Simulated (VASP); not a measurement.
# EuTiSe2 (Cmmm) in VASP: single point with PBE

Aim: the single point of EuTiSe2 with PBE.

All numbers are computed with VASP 6.6.1; they aren't measurements. Logs are shortened: lines on timing, memory, paths and dates and some standing lists are left out, and cuts for length are marked.

### 1 The cell of the first run

It takes space group Cmmm (No. 65, orthorhombic). The conventional cell has a = 7.073 Å, b = 7.106 Å, c = 3.820 Å, α = 90.00°, β = 90.00°, γ = 90.00°. Within 4.1 Å of Eu (site symmetry mmm) lie 8 Se at 3.15 Å and 2 Eu at 3.82 Å and 8 Ti at 4.02 to 4.03 Å. Ti (site symmetry mmm) has 4 Se at 2.51 Å within 3.3 Å. Se (site symmetry 2/m) has 2 Ti at 2.51 Å and 4 Eu at 3.15 Å within 3.3 Å.

The cell was generated, and may not be a known phase.

### 2 Single point, PBE, collinear spin, ferromagnetic start

File INCAR:

```
SYSTEM = EuTiSe2
  ALGO = Normal
  EDIFF = 1E-7
  ENCUT = 520
  GGA = PE
  ISIF = 2
  ISMEAR = 0
  ISPIN = 2
  LASPH = .TRUE.
  LCHARG = .FALSE.
  LMAXMIX = 6
  LORBIT = 11
  LREAL = .FALSE.
  LWAVE = .FALSE.
  MAGMOM = 7 1 0 0
  NBANDS = 32
  NELM = 150
  PREC = Accurate
  SIGMA = 0.1
```

File KPOINTS:

```
k-points
0
G
  4 4 4
  0 0 0
```

File POSCAR:

```
EuTiSe2
1.0
    3.8198077339      0.0000000000      0.0000000000
    0.0000000000      3.5529643360      3.5366548667
    0.0000000000     -3.5529643360      3.5366548667
Eu Ti Se
1 1 2
Direct
    0.0000000000      0.0537424117      0.0537424117
    0.5000000000      0.5537513982      0.5537513982
    0.5000000000      0.5537521198      0.0537530802
    0.5000000000      0.0537530802      0.5537521198
```

Potentials or basis: VASP PAW PBE potentials, release 64 (Eu, Ti_sv, Se).

Run with:

```sh
$ cat potpaw_PBE.64/Eu/POTCAR potpaw_PBE.64/Ti_sv/POTCAR potpaw_PBE.64/Se/POTCAR > POTCAR
$ mpirun -np 1 vasp_std > vasp.out
```

OUTCAR:

```text
SYSTEM = EuTiSe2
   EDIFF = 1E-7
   ENCUT = 520
   GGA = PE
   ISIF = 2
   ISMEAR = 0
   ISPIN = 2
   LASPH = .TRUE.
   LORBIT = 11
   LREAL = .FALSE.
   NELM = 150
   PREC = Accurate

 ion  position               nearest neighbor table
   1  0.000  0.054  0.054-   3 3.15   4 3.15   3 3.15   4 3.15   3 3.15   4 3.15   3 3.15   4 3.15

   2  0.500  0.554  0.554-   3 2.51   4 2.51   4 2.51   3 2.51
   3  0.500  0.554  0.054-   2 2.51   2 2.51   1 3.15   1 3.15   1 3.15   1 3.15
   4  0.500  0.054  0.554-   2 2.51   2 2.51   1 3.15   1 3.15   1 3.15   1 3.15

  LATTYP: Found a base centered orthorhombic cell.
 ALAT       =     7.0733097334
 B/A-ratio  =     1.0046115524
 C/A-ratio  =     0.5400311704

  Lattice vectors:

 A1 = (   0.0000000000,   3.5529643360,   3.5366548667)
 A2 = (   0.0000000000,  -3.5529643360,   3.5366548667)
 A3 = (   3.8198077339,   0.0000000000,   0.0000000000)

Analysis of symmetry for initial positions (statically):
=====================================================================
 Subroutine PRICEL returns:
 Original cell was already a primitive cell.

 Routine SETGRP: Setting up the symmetry group for a
 base centered orthorhombic supercell.

 Subroutine GETGRP returns: Found  4 space group operations
 (whereof  4 operations were pure point group operations)
 out of a pool of  8 trial point group operations.

The static configuration has the point symmetry C_2v.

Analysis of symmetry for dynamics (positions and initial velocities):
=====================================================================
 Subroutine PRICEL returns:
 Original cell was already a primitive cell.

 Routine SETGRP: Setting up the symmetry group for a
 base centered orthorhombic supercell.

 Subroutine GETGRP returns: Found  4 space group operations
 (whereof  4 operations were pure point group operations)
 out of a pool of  8 trial point group operations.

The dynamic configuration has the point symmetry C_2v.

Analysis of structural, dynamic, and magnetic symmetry:
=====================================================================
 Subroutine PRICEL returns:
 Original cell was already a primitive cell.

 Routine SETGRP: Setting up the symmetry group for a
 base centered orthorhombic supercell.

 Subroutine GETGRP returns: Found  4 space group operations
 (whereof  4 operations were pure point group operations)
 out of a pool of  8 trial point group operations.

The overall configuration has the point symmetry C_2v.

 Subroutine INISYM returns: Found  4 space group operations
 (whereof  4 operations are pure point group operations),
 and found     1 'primitive' translations

----------------------------------------------------------------------------------------

                                     Primitive cell

  volume of cell :      95.9964

  direct lattice vectors                    reciprocal lattice vectors
     3.819807734  0.000000000  0.000000000     0.261793281  0.000000000  0.000000000
     0.000000000  3.552964336  3.536654867     0.000000000  0.140727560  0.141376532
     0.000000000 -3.552964336  3.536654867     0.000000000 -0.140727560  0.141376532

  length of vectors
     3.819807734  5.013131079  5.013131079     0.261793281  0.199478244  0.199478244

  position of ions in fractional coordinates (direct lattice)
     0.000000000  0.053742412  0.053742412
     0.500000000  0.553751398  0.553751398
     0.500000000  0.553752120  0.053753080
     0.500000000  0.053753080  0.553752120

  ion indices of the primitive-cell ions
   primitive index   ion index
                 1           1
                 2           2
                 3           3
                 4           4

----------------------------------------------------------------------------------------

 KPOINTS: k-points

Automatic generation of k-mesh.
 Grid dimensions read from file:
 generate k-points for:    4    4    4

 Generating k-lattice:

  Cartesian coordinates                     Fractional coordinates (reciprocal lattice)
     0.065448320  0.000000000  0.000000000     0.250000000  0.000000000  0.000000000
     0.000000000  0.035181890  0.035344133     0.000000000  0.250000000 -0.000000000
     0.000000000 -0.035181890  0.035344133     0.000000000 -0.000000000  0.250000000

  Length of vectors
     0.065448320  0.049869561  0.049869561

  Shift w.r.t. Gamma in fractional coordinates (k-lattice)
     0.000000000  0.000000000  0.000000000

 Subroutine IBZKPT returns following result:
 ===========================================

 Found     21 irreducible k-points:

 Following reciprocal coordinates:
            Coordinates               Weight
  0.000000  0.000000  0.000000      1.000000
  0.250000  0.000000  0.000000      2.000000
  0.500000  0.000000  0.000000      1.000000
  0.000000  0.250000  0.000000      4.000000
  0.250000  0.250000  0.000000      8.000000
  0.500000  0.250000  0.000000      4.000000
[... 13 lines left out ...]
  0.250000  0.500000  0.500000      2.000000
  0.500000  0.500000  0.500000      1.000000
   k-points           NKPTS =     21   k-points in BZ     NKDIM =     21   number of bands    NBANDS=     32
   number of dos      NEDOS =    301   number of ions     NIONS =      4
   total plane-waves  NPLWV =  44800
   dimension x,y,z NGX =    28 NGY =   40 NGZ =   40
   dimension x,y,z NGXF=    56 NGYF=   80 NGZF=   80
   ions per type =               1   1   2
   NGX,Y,Z   is equivalent  to a cutoff of  12.19, 13.26, 13.26 a.u.
   NGXF,Y,Z  is equivalent  to a cutoff of  24.37, 26.53, 26.53 a.u.
 SYSTEM =  EuTiSe2
   PREC   = accura    normal or accurate (medium, high low for compatibility)
   ISTART =      0    job   : 0-new  1-cont  2-samecut
   ICHARG =      2    charge: 1-file 2-atom 10-const
   ISPIN  =      2    spin polarized calculation?
   LNONCOLLINEAR =      F non collinear calculations
   LSORBIT =      F    spin-orbit coupling
   LASPH  =      T    aspherical Exc in radial PAW
   ENCUT  =  520.0 eV  38.22 Ry    6.18 a.u.   7.10  9.32  9.32*2*pi/ulx,y,z
   NELM   =    150;   NELMIN=  2; NELMDL= -5     # of ELM steps
   EDIFF  = 0.1E-06   stopping-criterion for ELM
   LREAL  =      F    real-space projection
   EDIFFG = 0.1E-05   stopping-criterion for IOM
   NSW    =      0    number of steps for IOM
   IBRION =     -1    ionic relax: 0-MD 1-quasi-New 2-CG
   NFREE  =      0    steps in history (QN), initial steepest desc. (CG)
   ISIF   =      2    stress and relaxation
   ISYM   =      2    0-nonsym 1-usesym 2-fastsym
   POTIM  = 0.5000    time-step for ionic-motion
   TEBEG  =    0.0;   TEEND  =   0.0 temperature during run
   PSTRESS=    0.0 pullay stress
   NELECT =      41.0000    total number of electrons
   NUPDOWN=      -1.0000    fix difference up-down
   EMIN   =  10.00;   EMAX   =-10.00  energy-range for DOS
   EFERMI =   0.00;   METHOD = LEGACY
   ISMEAR =     0;   SIGMA  =   0.10  broadening in eV -4-tet -1-fermi 0-gaus
   EFERMI_NEDOS =   21; number of points for ismear=-14 and -15
   IALGO  =     38    algorithm
   IMIX   =      4    mixing-type and parameters
     AMIX     =   0.40;   BMIX     =  1.00
     AMIX_MAG =   1.60;   BMIX_MAG =  1.00
  volume/ion in A,a.u.               =      24.00       161.95
  Fermi-wavevector in a.u.,A,eV,Ry     =   1.232871  2.329789 20.680473  1.519972
  Thomas-Fermi vector in A             =   2.367624
   LORBIT       =     11    0 simple, 1 ext, 2 COOP (PROOUT), +10 PAW based schemes
   GGA     = PE    functional components
   LHFCALC =     F    Hartree Fock is set to
   AEXX    =    0.0000 exact exchange contribution
   IVDW    =     0    specifies the selected vdW correction
   LEPSILON=     F    determine dielectric tensor
   LRPA    =     F    only Hartree local field effects (RPA)
 spin polarized calculation
 Gauss-broadening in eV      SIGMA  =   0.10
  energy-cutoff  :      520.00
  volume of cell :       96.00
 maximum number of plane-waves:      2622
   NGX = 15   NGY = 19   NGZ = 19

 number of electron      41.0000013 magnetization       7.2829170

 Free energy of the ion-electron system (eV)
  ---------------------------------------------------
  ext. energy  EPLUGINS =         0.00000000
  ---------------------------------------------------
  free energy    TOTEN  =       -31.36024834 eV

  energy without entropy =      -31.35358057  energy(sigma->0) =      -31.35691446

 E-fermi :   5.0509     XC(G=0): -10.0617

 val. band max:        5.0230608849   @ k =   0.0000  -0.2500   0.2500
 cond. band min:       5.1021236498   @ k =   0.0000   0.0000   0.0000
 fundamental gap:      0.0790627648
 Fermi energy:         5.0508839334

 spin component 1

 k-point     1 :       0.0000    0.0000    0.0000
  band No.  band energies     occupation
      1     -52.7652      1.00000
      2     -36.4707      1.00000
      3     -29.1494      1.00000
      4     -29.1480      1.00000
      5     -28.8320      1.00000
      6     -15.2540      1.00000
[... 724 lines left out ...]
     31       7.3618      0.00000
     32       7.8162      0.00000
 Fermi energy:         5.0508839334

 spin component 2

 k-point     1 :       0.0000    0.0000    0.0000
  band No.  band energies     occupation
      1     -52.4258      1.00000
      2     -33.4023      1.00000
      3     -28.8241      1.00000
      4     -28.8240      1.00000
      5     -28.4591      1.00000
      6     -13.0635      1.00000
[... 724 lines left out ...]
     31       9.5574      0.00000
     32       9.7524      0.00000

------------------------ aborting loop because EDIFF is reached ----------------------------------------

  FORCE on cell =-STRESS in cart. coord.  units (eV):
  Direction    XX          YY          ZZ          XY          YZ          ZX
  --------------------------------------------------------------------------------------
  -------------------------------------------------------------------------------------
  Total       -0.1144731     -0.1839219      0.0297803      0.0000000      0.0000000      0.0000000
  in kB       -1.9105529     -3.0696516      0.4970318      0.0000000      0.0000000      0.0000000
  external PRESSURE =      -1.4943909 kB  Pullay stress =       0.0000000 kB

 VOLUME and BASIS-vectors are now :
 -----------------------------------------------------------------------------
  energy-cutoff  :      520.00
  volume of cell :       96.00
      direct lattice vectors                 reciprocal lattice vectors
     3.819807734  0.000000000  0.000000000     0.261793281  0.000000000  0.000000000
     0.000000000  3.552964336  3.536654867     0.000000000  0.140727560  0.141376532
     0.000000000 -3.552964336  3.536654867     0.000000000 -0.140727560  0.141376532

 POSITION                                       TOTAL-FORCE (eV/Angst)
 -----------------------------------------------------------------------------------
      0.00000      0.00000      0.38014         0.000000      0.000000      0.000573
      1.90990      0.00000      3.91686         0.000000      0.000000      0.000082
      1.90990      1.77648      2.14854         0.000000     -0.000015     -0.000328
      1.90990     -1.77648      2.14854         0.000000      0.000015     -0.000328
 -----------------------------------------------------------------------------------
    total drift:                               -0.000000     -0.000001      0.001227

  FREE ENERGIE OF THE ION-ELECTRON SYSTEM (eV)
  ---------------------------------------------------
  free  energy   TOTEN  =       -31.3602483445 eV

  energy  without entropy=      -31.3535805748  energy(sigma->0) =      -31.35691446

 total charge

# of ion       s       p       d       f       tot
--------------------------------------------------
    1        2.025   5.744   0.318   6.646  14.733
    2        2.149   6.101   1.915   0.000  10.166
    3        1.442   2.462   0.033   0.000   3.937
    4        1.442   2.462   0.033   0.000   3.937
--------------------------------------------------
tot          7.058  16.770   2.300   6.646  32.773

 magnetization (x)

# of ion       s       p       d       f       tot
--------------------------------------------------
    1       -0.013  -0.115   0.070   6.610   6.552
    2        0.002   0.003   0.340   0.000   0.345
    3       -0.002  -0.041   0.007   0.000  -0.037
    4       -0.002  -0.041   0.007   0.000  -0.037
--------------------------------------------------
tot         -0.016  -0.194   0.423   6.610   6.823
```

Wall time 2.5 min (1 thread of Intel Xeon 6975P-C (Granite Rapids), shared host); peak memory 0.32 GiB.

Results:

```
Free energy                                           : -31.3602 eV
Pressure                                              : -0.1 GPa
Net moment                                            : 7.28 μB per cell
Site moments                                          : Eu +6.55; Ti +0.34; Se -0.04 μB
Valence electrons inside the program's atomic spheres : Eu 14.73; Ti 10.17; Se 3.94
```

Levels at points of the mesh, in eV from the Fermi level:
Spin up:
```csv
k point,band 21,band 22,band 23,band 24,band 25,band 26,band 27,band 28
"(0.00, 0.00, 0.00)",-0.34,-0.17,-0.16,-0.16,-0.14,0.05,0.14,0.15
"(0.50, 0.00, 0.00)",-0.34,-0.31,-0.31,-0.23,-0.22,-0.13,0.80,1.15
"(0.00, 0.50, 0.00)",-0.34,-0.33,-0.30,-0.18,0.30,0.87,0.98,1.22
"(0.50, 0.50, 0.00)",-0.31,-0.31,-0.30,-0.21,0.70,0.75,0.92,2.04
"(0.00, 0.50, 0.50)",-0.36,-0.36,-0.35,-0.30,0.45,1.31,1.31,2.25
"(0.50, 0.50, 0.50)",-0.33,-0.31,-0.31,0.27,1.07,1.08,1.13,1.58
```
Spin down:
| k point | band 15 | band 16 | band 17 | band 18 | band 19 | band 20 |
| --- | --- | --- | --- | --- | --- | --- |
| (0.00, 0.00, 0.00) | -1.78 | -1.39 | -1.10 | -0.73 | 0.54 | 0.60 |
| (0.50, 0.00, 0.00) | -1.93 | -1.87 | -0.34 | -0.18 | -0.17 | 0.93 |
| (0.00, 0.50, 0.00) | -2.31 | -2.28 | -0.64 | 0.69 | 1.14 | 1.34 |
| (0.50, 0.50, 0.00) | -3.31 | -2.96 | -0.42 | 1.04 | 1.12 | 1.20 |
| (0.00, 0.50, 0.50) | -2.65 | -1.88 | -0.57 | 0.96 | 1.75 | 1.76 |
| (0.50, 0.50, 0.50) | -3.89 | -1.21 | -0.30 | 1.42 | 1.42 | 1.48 |

Caveat: the k points lie up to 0.41 Å⁻¹ apart; spin-orbit coupling is left out, which moves the levels of the heavy elements; a cell with one magnetic atom can't hold antiferromagnetic order, which such compounds often take; semilocal functionals describe open f shells poorly, which spoils levels, moments and volumes.
